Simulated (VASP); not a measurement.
P: single point with PBEsol+D3(BJ)

The system is P.

```
P
1.0
     1.72573    0.99635    3.12968
    -1.72573    0.99635    3.12968
     0.00000   -1.99270    3.12968
P
2
Direct
  0.25217 0.25217 0.17690
  0.77292 0.77292 0.77292
```

This cell differs from its parent crystal: atom 1 (P) moved by (+0.000, +0.150) A along x and y.

```yaml
Program: VASP 6.6.1
Task: single point
Functional: PBEsol
Dispersion: D3(BJ)
Potentials_or_basis: VASP PAW PBE potentials, release 64 (P)
Cutoff: 520 eV
k_mesh: 18 × 18 × 18
Occupations: gaussian, width 0.15 eV
Spin: no spin polarisation
```

The pressure is -4.3 GPa. The largest force is 0.768 eV/Å, the band gap on the k mesh is zero (bands 5 and 6 overlap by 0.95 eV) and the dispersion energy per atom is -0.350 eV.

Forces on the atoms (eV/Å):
```
P    0.000 -0.619  0.454
P    0.000  0.619 -0.454
```

Stress tensor (GPa, compression positive):
```
-4.08  0.00  0.00
 0.00 -2.82 -2.96
 0.00 -2.96 -6.01
```

Levels at points of the mesh, in eV from the Fermi level:
```csv
k point,band 3,band 4,band 5,band 6,band 7,band 8
"(0.00, 0.00, 0.00)",-3.25,-3.12,-2.17,1.30,2.01,3.52
"(0.50, 0.00, 0.00)",-3.56,-3.53,-0.20,-0.15,0.04,0.89
"(0.00, 0.00, 0.50)",-4.06,-2.93,-1.27,-0.51,0.75,0.76
"(0.50, 0.50, 0.00)",-7.28,-5.52,-4.99,-0.28,6.30,8.12
"(0.50, 0.00, 0.50)",-6.40,-5.50,-5.09,0.14,6.44,7.39
"(0.50, 0.50, 0.50)",-3.35,-1.92,-0.64,0.22,0.63,2.45
```

It took 11 min on 1 thread of Intel Xeon 8259CL (shared host), peak memory 0.54 GiB.

Caveat: the cell differs from its parent crystal (atom 1 (P) moved by (+0.000, +0.150) A along x and y); the cell stands under tension; the PAW data sets were made with another functional, which shifts forces and pressure a little.
